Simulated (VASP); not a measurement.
A run of VASP 6.6.1:

File POSCAR:

```
TiO2
1.0
    4.6199297944      0.0000000000      0.0000000000
    0.0000000000      4.6199297944      0.0000000000
    0.0000000000      0.0000000000      2.9442595006
Ti O
2 4
Direct
    0.0000000000      0.0000000000      0.0000000000
    0.5000000000      0.5000000000      0.5000000000
    0.3048718901      0.3048718901      0.0000000000
    0.1951281099      0.8048718901      0.5000000000
    0.6951281099      0.6951281099      0.0000000000
    0.8048718901      0.1951281099      0.5000000000
```

Contents of INCAR.step1:

```
ALGO     = Normal         # electronic algorithm
EDIFF    = 1E-4           # SCF threshold, eV
ENCUT    = 520            # plane-wave cutoff, eV
GGA      = PE             # functional
ISMEAR   = 0              # smearing method
LASPH    = T              # aspherical terms in the spheres
LCHARG   = F              # write CHGCAR
LREAL    = F              # projectors in reciprocal space
LWAVE    = T              # write WAVECAR
NBANDS   = 33             # bands
NELM     = 60             # most SCF steps
PREC     = Accurate       # precision mode
SIGMA    = 0.01           # smearing width, eV
```

The input INCAR.step2:

```
ALGO     = Normal         # electronic algorithm
EDIFF    = 1E-6           # SCF threshold, eV
ENCUT    = 520            # plane-wave cutoff, eV
ISIF     = 2              # what is computed and relaxed
ISMEAR   = 0              # smearing method
ISTART   = 1            
LASPH    = T              # aspherical terms in the spheres
LCHARG   = F              # write CHGCAR
LMIXTAU  = T            
LREAL    = F              # projectors in reciprocal space
LWAVE    = F              # write WAVECAR
METAGGA  = R2SCAN         # meta-GGA
NBANDS   = 33             # bands
NELM     = 60             # most SCF steps
PREC     = Accurate       # precision mode
SIGMA    = 0.01           # smearing width, eV
```

KPOINTS

```
k-points
0
Gamma
  4 4 6
```

Potentials or basis: VASP PAW PBE potentials, release 64 (Ti_sv, O).

Launch:

```sh
$ cat potpaw_PBE.64/Ti_sv/POTCAR potpaw_PBE.64/O/POTCAR > POTCAR
$ cp INCAR.step1 INCAR
$ mpirun -np 1 vasp_std > vasp.out
$ cp INCAR.step2 INCAR
$ mpirun -np 1 vasp_std > vasp.out
```

Hardware: 1 thread of Intel(R) Xeon(R) 6975P-C (Granite Rapids), on a shared host.

Question: Estimate the wall time of this run.

Answer: Wall time 72 s on 1 thread of Intel(R) Xeon(R) 6975P-C (Granite Rapids) (shared host), peak memory 0.19 GiB. Counts: k points 24.
